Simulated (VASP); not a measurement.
Here is a VASP 6.6.1 calculation.

Contents of POSCAR:

```
MgS
1.0
    0.0000000000      2.5912100399      2.5912100399
    2.5912100399      0.0000000000      2.5912100399
    2.5912100399      2.5912100399      0.0000000000
Mg S
1 1
Direct
    0.0000000000      0.0000000000      0.0000000000
    0.5000000000      0.5000000000      0.5000000000
```

INCAR.step1

```
SYSTEM = MgS
ALGO     = Normal         ! electronic algorithm
EDIFF    = 1E-5           ! SCF threshold, eV
ENCUT    = 520            ! plane-wave cutoff, eV
GGA      = PE             ! functional
ISIF     = 2              ! what is computed and relaxed
ISMEAR   = 0              ! smearing method
LASPH    = .True.         ! aspherical terms in the spheres
LCHARG   = .False.        ! write CHGCAR
LREAL    = .False.        ! projectors in reciprocal space
LWAVE    = .True.         ! write WAVECAR
NBANDS   = 11             ! bands
NELM     = 100            ! most SCF steps
PREC     = Accurate       ! precision mode
SIGMA    = 0.01           ! smearing width, eV
```

INCAR.step2

```
SYSTEM = MgS
ALGO     = Normal         ! electronic algorithm
EDIFF    = 1E-6           ! SCF threshold, eV
ENCUT    = 520            ! plane-wave cutoff, eV
GGA      = PE             ! functional
HFSCREEN = 0.2079         ! screening, 1/A
ISIF     = 2              ! what is computed and relaxed
ISMEAR   = 0              ! smearing method
ISTART   = 1            
LASPH    = .True.         ! aspherical terms in the spheres
LCHARG   = .False.        ! write CHGCAR
LHFCALC  = .True.         ! exact exchange
LREAL    = .False.        ! projectors in reciprocal space
LWAVE    = .False.        ! write WAVECAR
NBANDS   = 11             ! bands
NELM     = 100            ! most SCF steps
PREC     = Accurate       ! precision mode
PRECFOCK = Normal       
SIGMA    = 0.01           ! smearing width, eV
```

KPOINTS

```
k-points
0
Gamma
  6 6 6
  0 0 0
```

Potentials or basis: VASP PAW PBE potentials, release 64 (Mg, S).

Command:

```sh
$ cat potpaw_PBE.64/Mg/POTCAR potpaw_PBE.64/S/POTCAR > POTCAR
$ cp INCAR.step1 INCAR
$ mpirun -np 1 vasp_std > vasp.out
$ cp INCAR.step2 INCAR
$ mpirun -np 1 vasp_std > vasp.out
```

Q: Estimate the pressure.

A: 0.2 GPa.

Q: Estimate the band gap on the k mesh.

A: 3.78 eV (least direct gap 4.90 eV).

Caveat: the PAW data sets were made with another functional, which shifts forces and pressure a little. A k mesh can miss the band edges.
